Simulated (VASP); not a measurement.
# Ir (P6_3/mmc) in VASP: further runs, part 2 of 2

VASP 6.6.1.

## 5. Single point, PBE

This run uses another cell than the first one, of 14.63 Å³/atom, 1.136 times its volume.

File INCAR:

```
ALGO     = Normal         # electronic algorithm
EDIFF    = 1E-6           # SCF threshold, eV
ENCUT    = 520            # plane-wave cutoff, eV
GGA      = PE             # functional
ISIF     = 2              # what is computed and relaxed
ISMEAR   = -1             # smearing method
LASPH    = True           # aspherical terms in the spheres
LCHARG   = False          # write CHGCAR
LREAL    = False          # projectors in reciprocal space
LWAVE    = False          # write WAVECAR
NBANDS   = 16             # bands
NELM     = 60             # most SCF steps
PREC     = Accurate       # precision mode
SIGMA    = 0.3            # smearing width, eV
```

File KPOINTS:

```
k-points
0
Gamma
  10 10 5
```

File POSCAR:

```
Ir
1.0
    2.7513780000      0.0000000000      0.0000000000
   -1.3756890000      2.3827630000      0.0000000000
    0.0000000000      0.0000000000      4.4622900000
Ir
2
Direct
    0.6666666667      0.3333333333      0.7500000000
    0.3333333333      0.6666666667      0.2500000000
```

Potentials or basis: VASP PAW PBE potentials, release 64 (Ir).

On the command line:

```bash
$ cat potpaw_PBE.64/Ir/POTCAR > POTCAR
$ mpirun -np 1 vasp_std > vasp.out
```

OUTCAR:

```text
EDIFF = 1E-6
   ENCUT = 520
   GGA = PE
   ISIF = 2
   ISMEAR = -1
   LASPH = True
   LREAL = False
   NELM = 60
   PREC = Accurate

 ion  position               nearest neighbor table
   1  0.667  0.333  0.750-   2 2.74   2 2.74   2 2.74   2 2.74   2 2.74   2 2.74
   2  0.333  0.667  0.250-   1 2.74   1 2.74   1 2.74   1 2.74   1 2.74   1 2.74

  LATTYP: Found a hexagonal cell.
 ALAT       =     2.7513780000
 C/A-ratio  =     1.6218382207

  Lattice vectors:

 A1 = (   2.7513780000,   0.0000000000,   0.0000000000)
 A2 = (  -1.3756890000,   2.3827630000,   0.0000000000)
 A3 = (   0.0000000000,   0.0000000000,   4.4622900000)

Analysis of symmetry for initial positions (statically):
=====================================================================
 Subroutine PRICEL returns:
 Original cell was already a primitive cell.

 Routine SETGRP: Setting up the symmetry group for a
 hexagonal supercell.

 Subroutine GETGRP returns: Found 24 space group operations
 (whereof 12 operations were pure point group operations)
 out of a pool of 24 trial point group operations.

[... 156 lines left out ...]
  ---------------------------------------------------
  ext. energy  EPLUGINS =         0.00000000
  ---------------------------------------------------
  free energy    TOTEN  =       -17.91163884 eV

  energy without entropy =      -17.21441115  energy(sigma->0) =      -17.56302500

 E-fermi :   9.9057     XC(G=0): -13.7872

 val. band max:        9.8584877080   @ k =   0.4000   0.0000   0.2000
 cond. band min:       9.9200021608   @ k =   0.3000   0.1000   0.4000
 fundamental gap:      0.0615144528
 Fermi energy:         9.9057131756

 k-point     1 :       0.0000    0.0000    0.0000
  band No.  band energies     occupation
      1      -0.9269      2.00000
      2       2.1101      2.00000
      3       6.2070      1.99999
      4       6.2997      1.99999
      5       6.2997      1.99999
      6       6.9244      1.99990
[... 433 lines left out ...]
      3       4.2807      2.00000
      4       4.8061      2.00000
      5       6.0184      2.00000
      6       7.3121      1.99965
[... 8 lines left out ...]
     15      21.1921      0.00000
     16      23.8012      0.00000

 [... further k-points ...]
[... 5 lines left out ...]
  --------------------------------------------------------------------------------------
  -------------------------------------------------------------------------------------
  Total        0.3919137      0.3919137      0.4236265     -0.0000000      0.0000000      0.0000000
  in kB       21.4640747     21.4640703     23.2009004     -0.0000000      0.0000000      0.0000000
  external PRESSURE =      22.0430151 kB  Pullay stress =       0.0000000 kB

 VOLUME and BASIS-vectors are now :
 -----------------------------------------------------------------------------
  energy-cutoff  :      520.00
  volume of cell :       29.25
      direct lattice vectors                 reciprocal lattice vectors
     2.751378000  0.000000000  0.000000000     0.363454240  0.209840425  0.000000000
    -1.375689000  2.382763000  0.000000000     0.000000000  0.419680850  0.000000000
     0.000000000  0.000000000  4.462290000     0.000000000  0.000000000  0.224100182

 POSITION                                       TOTAL-FORCE (eV/Angst)
 -----------------------------------------------------------------------------------
      1.37569      0.79425      3.34672         0.000000     -0.000000      0.000000
     -0.00000      1.58851      1.11557        -0.000000      0.000000      0.000000
 -----------------------------------------------------------------------------------
    total drift:                               -0.000000      0.000000     -0.000000

  FREE ENERGIE OF THE ION-ELECTRON SYSTEM (eV)
  ---------------------------------------------------
  free  energy   TOTEN  =       -17.9116388445 eV

  energy  without entropy=      -17.2144111479  energy(sigma->0) =      -17.56302500
```

OSZICAR:

```text
N       E                     dE             d eps       ncg     rms          rms(c)
DAV:   1     0.140898421665E+03    0.14090E+03   -0.84587E+03  1344   0.112E+03
DAV:   2    -0.153429038899E+02   -0.15624E+03   -0.14042E+03  1344   0.304E+02
DAV:   3    -0.189566212067E+02   -0.36137E+01   -0.35668E+01  1800   0.549E+01
DAV:   4    -0.189945642344E+02   -0.37943E-01   -0.37933E-01  1544   0.481E+00
DAV:   5    -0.189956316948E+02   -0.10675E-02   -0.10674E-02  1904   0.845E-01    0.207E+01
DAV:   6    -0.180835569710E+02    0.91207E+00   -0.11664E+00  1696   0.140E+01    0.878E+00
DAV:   7    -0.179231715296E+02    0.16039E+00   -0.36533E-01  1816   0.734E+00    0.227E+00
DAV:   8    -0.179122430609E+02    0.10928E-01   -0.92297E-03  1568   0.101E+00    0.278E-01
DAV:   9    -0.179116218358E+02    0.62123E-03   -0.18836E-03  1864   0.555E-01    0.199E-02
DAV:  10    -0.179116363374E+02   -0.14502E-04   -0.15744E-05  1800   0.321E-02    0.190E-02
DAV:  11    -0.179116390771E+02   -0.27397E-05   -0.10724E-06  1432   0.926E-03    0.925E-04
DAV:  12    -0.179116388445E+02    0.23258E-06   -0.18746E-07  1000   0.481E-03
   1 F= -.17911639E+02 E0= -.17563025E+02  d E =-.697228E+00
```

Wall time 30 s (1 thread of Intel Xeon 6975P-C, shared host); peak memory 0.15 GiB.

Results:

- Free energy: -17.9116 eV
- Pressure: 2.2 GPa
- Band gap on the k mesh: zero (band 9 reaches 10.89 eV, above the bottom of band 10 at 7.88 eV)

Stress tensor (GPa, compression positive):
```
2.15 0.00 0.00
0.00 2.15 0.00
0.00 0.00 2.32
```

Caveat: spin-orbit coupling is left out, which moves the levels of the heavy elements.

## 6. Single point, PBE

This run uses another cell than the first one, of 15.21 Å³/atom, 1.182 times its volume.

File INCAR:

```
SYSTEM = Ir
ALGO = Normal
EDIFF = 1E-6
ENCUT = 520
GGA = PE
ISIF = 2
ISMEAR = -1
LASPH = .True.
LCHARG = .False.
LREAL = .False.
LWAVE = .False.
NBANDS = 16
NELM = 60
PREC = Accurate
SIGMA = 0.3
```

File KPOINTS:

```
k-points
0
Gamma
  10 10 5
  0 0 0
```

File POSCAR:

```
Ir
1.0
    2.7875844942      0.0000000000      0.0000000000
   -1.3937922471      2.4141187405      0.0000000000
    0.0000000000      0.0000000000      4.5210110761
Ir
2
Direct
    0.6666666667      0.3333333333      0.7500000000
    0.3333333333      0.6666666667      0.2500000000
```

Potentials or basis: VASP PAW PBE potentials, release 64 (Ir).

On the command line:

```bash
$ cat potpaw_PBE.64/Ir/POTCAR > POTCAR
$ mpirun -np 1 vasp_std > vasp.out
```

Run time: 32 s. Hardware: 1 thread of Intel Xeon 6975P-C, shared host; peak memory 0.16 GiB.

It converged, with:

```
Free energy            : -17.8825 eV
Pressure               : -9.8 GPa
Band gap on the k mesh : zero (band 9 reaches 10.16 eV, above the bottom of band 10 at 7.35 eV)
```

Stress tensor (GPa, compression positive):
```
 -9.75   0.00   0.00
  0.00  -9.75   0.00
  0.00   0.00 -10.00
```

Levels at points of the mesh, in eV from the Fermi level:
| k point | band 7 | band 8 | band 9 | band 10 | band 11 | band 12 |
| --- | --- | --- | --- | --- | --- | --- |
| (0.00, 0.00, 0.00) | -2.80 | -2.07 | -2.07 | -0.57 | 0.31 | 0.31 |
| (0.50, 0.00, 0.00) | -2.62 | 0.68 | 0.92 | 1.05 | 2.76 | 4.12 |

Caveat: spin-orbit coupling is left out, which moves the levels of the heavy elements.

## 7. The runs side by side

```csv
cell,gap on the mesh (eV),pressure (GPa)
"a = 2.637, b = 2.637, c = 4.276 Å, angles 90.0, 90.0, 120.0°, 2 atoms",none,62.5
"a = 2.676, b = 2.676, c = 4.340 Å, angles 90.0, 90.0, 120.0°, 2 atoms",none,37.3
"a = 2.714, b = 2.714, c = 4.402 Å, angles 90.0, 90.0, 120.0°, 2 atoms",none,17.6
"a = 2.751, b = 2.751, c = 4.462 Å, angles 90.0, 90.0, 120.0°, 2 atoms",none,2.2
"a = 2.788, b = 2.788, c = 4.521 Å, angles 90.0, 90.0, 120.0°, 2 atoms",none,-9.8
```

Alike in all rows: task single point; level PBE; potentials or basis VASP PAW PBE potentials, release 64 (Ir); no spin polarisation; k mesh 10 × 10 × 5; cutoff (eV) 520; smearing fermi-dirac 0.3 eV.

Caveats: spin-orbit coupling is left out, which moves the levels of the heavy elements.

Absolute energies hang on the potentials; compare differences alone.
